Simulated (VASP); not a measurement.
# CuOs2: single point with PBE

The system is CuOs2.

```
Cu Os
1.0
     4.32789    0.00000    0.00000
    -2.16394    3.74806    0.00000
     0.00000    0.00000    2.64716
Cu Os
1 2
Direct
  0.00000 0.00000 0.00000
  0.33333 0.66667 0.50000
  0.66667 0.33333 0.50000
```

- Program: VASP 6.6.1
- Task: single point
- Functional: PBE
- Potentials or basis: VASP PAW PBE potentials, release 64 (Cu, Os)
- Cutoff: 600 eV
- k mesh: 12 × 12 × 18
- Occupations: gaussian, width 0.1 eV
- Spin: no spin polarisation
- Dipole correction: no
- Further INCAR settings: ALGO = Normal; EDIFF = 1e-06; NBANDS = 20

The pressure is 0.2 GPa and the band gap on the k mesh is zero (an odd number of electrons rules out a gap without spin polarisation).

Stress tensor (GPa, compression positive):
```
0.07 0.00 0.00
0.00 0.07 0.00
0.00 0.00 0.39
```

Levels at points of the mesh, in eV from the Fermi level:
```
           k point  band 10  band 11  band 12  band 13  band 14  band 15  band 16  band 17  band 18  band 19
(0.00, 0.00, 0.00)    -2.54    -2.46    -2.46    -0.72    -0.72     1.73     1.73     4.78     6.30     6.30
(0.50, 0.00, 0.00)    -2.49    -1.92    -0.59    -0.47    -0.06     1.08     1.14     1.85     1.95     7.45
(0.00, 0.00, 0.50)    -1.91    -1.83    -1.83    -0.69    -0.30    -0.30     4.06     4.24     9.14     9.46
(0.50, 0.00, 0.50)    -1.76    -1.75    -1.41    -0.24     1.19     2.87     2.92     4.86     5.56     6.62
```

It took 78 s on 1 thread of Intel(R) Xeon(R) 6975P-C (Granite Rapids) (shared host), peak memory 0.34 GiB.

Caveat: spin-orbit coupling is left out, which moves the levels of the heavy elements.
